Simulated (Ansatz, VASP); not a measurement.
**One calculation of W, two programs**

The input INCAR:

```
ALGO = Fast
EDIFF = 1E-6
ENCUT = 520
ISIF = 2
ISMEAR = 0
LASPH = T
LCHARG = T
LELF = T
LREAL = F
LVHAR = T
LWAVE = F
NBANDS = 51
NELM = 80
PREC = Accurate
SIGMA = 0.15
```

KPOINTS

```
k-points
0
Gamma
  19 19 4
```

File POSCAR:

```
W
1.0
    2.0300000000     -2.0300000000      0.0000000000
    2.0300000000      0.0000000000     -2.0300000000
    7.9467949192      7.9467949192      7.9467949192
W
6
Direct
    0.6666666667      0.6666666667      0.0851326025
    0.0000000000      0.0000000000      0.9366289272
    0.3333333333      0.3333333333      0.2554318675
    0.6666666667      0.6666666667      0.5960303973
    0.0000000000      0.0000000000      0.4257311324
    0.3333333333      0.3333333333      0.7663296623
```

Input for Ansatz:

```yaml
crystal:
  lattice:
    - [2.03, -2.03, 0.0]
    - [2.03, 0.0, -2.03]
    - [7.9467949192, 7.9467949192, 7.9467949192]
  atoms:
    - { symbol: W, position: [0.6666666667, 0.6666666667, 0.0851326025] }
    - { symbol: W, position: [0.0, 0.0, 0.9366289272] }
    - { symbol: W, position: [0.3333333333, 0.3333333333, 0.2554318675] }
    - { symbol: W, position: [0.6666666667, 0.6666666667, 0.5960303973] }
    - { symbol: W, position: [0.0, 0.0, 0.4257311324] }
    - { symbol: W, position: [0.3333333333, 0.3333333333, 0.7663296623] }
basis:
  ecutwfc: 420
kpoints:
  mp_grid: { grid: [19, 19, 4] }
hamiltonian:
  xc: lda
scf:
  occupations: { method: gaussian, width: 0.15 }
  mixing: { algorithm: anderson, beta: 0.3, ndim: 8 }
  convergence: { dr2_threshold: 1.0e-09 }
output:
  forces: true
  eigenvalues: true
  stress: true
```

Alike in both runs: task single point; functional LDA; k mesh 19 × 19 × 4; occupations gaussian, width 0.15 eV; no spin polarisation.

```csv
,VASP,Ansatz
version,VASP 6.6.1,Ansatz 0.2.0
potentials or method,"VASP PAW LDA potentials, release 64 (W_sv), cutoff 520 eV","scalar-relativistic, plane waves, PAW"
valence electrons in the cell,84,84
```

VASP gave:

* gap on the k mesh at the Fermi level (eV): none
* pressure (GPa): -9.2
* traceless stress, the component that is largest in VASP (GPa): -1.67
* rms of the force components (eV/Å): 0.631

Question: Estimate Ansatz's values.

Answer: gap on the k mesh at the Fermi level (eV): none; pressure (GPa): -10.8; traceless stress, the component that is largest in VASP (GPa): -1.69; rms of the force components (eV/Å): 0.609.

LDA's correlation is that of Perdew and Zunger in VASP and of Perdew and Wang (1992) in Ansatz. Atom by atom the forces differ by 0.022 eV/Å (rms over components). A gap of «none» marks a metal or a gap that the smearing closes. Ansatz's warnings: stress scf threshold loose.

Spin-orbit coupling is off throughout.
